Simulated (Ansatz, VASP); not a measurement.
# Two plane-wave programs on ZnF2

The input INCAR:

```
PREC     = Accurate       # precision mode
ENCUT    = 520            # plane-wave cutoff, eV
EDIFF    = 1E-8           # SCF threshold, eV
ISMEAR   = 0              # smearing method
SIGMA    = 0.01           # smearing width, eV
LREAL    = False          # projectors in reciprocal space
LASPH    = True           # aspherical terms in the spheres
NELM     = 120            # most SCF steps
ALGO     = Normal         # electronic algorithm
ISIF     = 2              # what is computed and relaxed
LWAVE    = False          # write WAVECAR
LCHARG   = False          # write CHGCAR
GGA      = PE             # functional
LEFG     = True         
NBANDS   = 180            # bands
GGA_COMPAT= False
```

The input KPOINTS:

```
Automatic mesh
0
Gamma
  3 3 2
```

Contents of POSCAR:

```
ZnF2
1.0
    4.7048000000      4.7048000000      0.0000000000
   -4.7048000000      4.7048000000      0.0000000000
    0.0000000000      0.0000000000      9.4014000000
Zn F
12 24
Direct
    0.0000000000      0.0000000000      0.0000000000
    0.0000000000      0.0000000000      0.3333333333
    0.0000000000      0.0000000000      0.6666666667
    0.5000000000      0.5000000000      0.0000000000
    0.5000000000      0.5000000000      0.3333333333
    0.5000000000      0.5000000000      0.6666666667
    0.5000000000      0.0000000000      0.1666666667
    0.5000000000      0.0000000000      0.5000000000
    0.5000000000      0.0000000000      0.8333333333
    0.0000000000      0.5000000000      0.1666666667
    0.0000000000      0.5000000000      0.5000000000
    0.0000000000      0.5000000000      0.8333333333
    0.3024000000      0.0000000000      0.0000000000
    0.3024000000      0.0000000000      0.3333333333
    0.3024000000      0.0000000000      0.6666666667
    0.8024000000      0.5000000000      0.0000000000
    0.8024000000      0.5000000000      0.3333333333
    0.8024000000      0.5000000000      0.6666666667
    0.5000000000      0.3024000000      0.1666666667
    0.5000000000      0.3024000000      0.5000000000
    0.5000000000      0.3024000000      0.8333333333
    0.0000000000      0.8024000000      0.1666666667
    0.0000000000      0.8024000000      0.5000000000
    0.0000000000      0.8024000000      0.8333333333
    0.6976000000      0.0000000000      0.0000000000
    0.6976000000      0.0000000000      0.3333333333
    0.6976000000      0.0000000000      0.6666666667
    0.1976000000      0.5000000000      0.0000000000
    0.1976000000      0.5000000000      0.3333333333
    0.1976000000      0.5000000000      0.6666666667
    0.5000000000      0.6976000000      0.1666666667
    0.5000000000      0.6976000000      0.5000000000
    0.5000000000      0.6976000000      0.8333333333
    0.0000000000      0.1976000000      0.1666666667
    0.0000000000      0.1976000000      0.5000000000
    0.0000000000      0.1976000000      0.8333333333
```

Input for Ansatz:

```yaml
crystal:
  lattice:
    - [4.7048, 4.7048, 0.0]
    - [-4.7048, 4.7048, 0.0]
    - [0.0, 0.0, 9.4014]
  atoms:
    - { symbol: Zn, position: [0.0, 0.0, 0.0] }
    - { symbol: Zn, position: [0.0, 0.0, 0.3333333333] }
    - { symbol: Zn, position: [0.0, 0.0, 0.6666666667] }
    - { symbol: Zn, position: [0.5, 0.5, 0.0] }
    - { symbol: Zn, position: [0.5, 0.5, 0.3333333333] }
    - { symbol: Zn, position: [0.5, 0.5, 0.6666666667] }
    - { symbol: Zn, position: [0.5, 0.0, 0.1666666667] }
    - { symbol: Zn, position: [0.5, 0.0, 0.5] }
    - { symbol: Zn, position: [0.5, 0.0, 0.8333333333] }
    - { symbol: Zn, position: [0.0, 0.5, 0.1666666667] }
    - { symbol: Zn, position: [0.0, 0.5, 0.5] }
    - { symbol: Zn, position: [0.0, 0.5, 0.8333333333] }
    - { symbol: F, position: [0.3024, 0.0, 0.0] }
    - { symbol: F, position: [0.3024, 0.0, 0.3333333333] }
    - { symbol: F, position: [0.3024, 0.0, 0.6666666667] }
    - { symbol: F, position: [0.8024, 0.5, 0.0] }
    - { symbol: F, position: [0.8024, 0.5, 0.3333333333] }
    - { symbol: F, position: [0.8024, 0.5, 0.6666666667] }
    - { symbol: F, position: [0.5, 0.3024, 0.1666666667] }
    - { symbol: F, position: [0.5, 0.3024, 0.5] }
    - { symbol: F, position: [0.5, 0.3024, 0.8333333333] }
    - { symbol: F, position: [0.0, 0.8024, 0.1666666667] }
    - { symbol: F, position: [0.0, 0.8024, 0.5] }
    - { symbol: F, position: [0.0, 0.8024, 0.8333333333] }
    - { symbol: F, position: [0.6976, 0.0, 0.0] }
    - { symbol: F, position: [0.6976, 0.0, 0.3333333333] }
    - { symbol: F, position: [0.6976, 0.0, 0.6666666667] }
    - { symbol: F, position: [0.1976, 0.5, 0.0] }
    - { symbol: F, position: [0.1976, 0.5, 0.3333333333] }
    - { symbol: F, position: [0.1976, 0.5, 0.6666666667] }
    - { symbol: F, position: [0.5, 0.6976, 0.1666666667] }
    - { symbol: F, position: [0.5, 0.6976, 0.5] }
    - { symbol: F, position: [0.5, 0.6976, 0.8333333333] }
    - { symbol: F, position: [0.0, 0.1976, 0.1666666667] }
    - { symbol: F, position: [0.0, 0.1976, 0.5] }
    - { symbol: F, position: [0.0, 0.1976, 0.8333333333] }
kpoints:
  mp_grid: { grid: [3, 3, 2] }
scf:
  occupations: { method: fixed }
hamiltonian:
  xc: pbe
  pseudopotentials: { kind: paw }
output:
  forces: true
  efg: { quadrupole_moments_barn: { Zn: 0.122 }, contact_densities: true }
  core_levels:
    shells: { F: "1s", Zn: "2p" }
    counted_from: valence_top
    eps_inf: [2.533, 2.533, 2.638]
```

Alike in both runs: task electric field gradients; functional PBE; k mesh 3 × 3 × 2; no spin polarisation.

```csv
,VASP,Ansatz
version,VASP 6.6.1,Ansatz 0.2.0
potentials or method,"VASP PAW PBE potentials, release 64 (Zn, F)","plane-wave PAW, scalar-relativistic"
plane-wave cutoff (eV),520,420
occupations,"gaussian, width 0.01 eV",fixed
valence electrons in the cell,312,312
```

```csv
,VASP,Ansatz,Ansatz less VASP
gap on the k mesh at the Fermi level (eV),3.47,3.55,+0.078
rms of the force components (eV/Å),0.006,0.009,+0.0027
size of Vzz on the site where it differs most (V/Å²),23.3,21.7,-1.63
```

Atom by atom the forces differ by 0.003 eV/Å (rms over components).
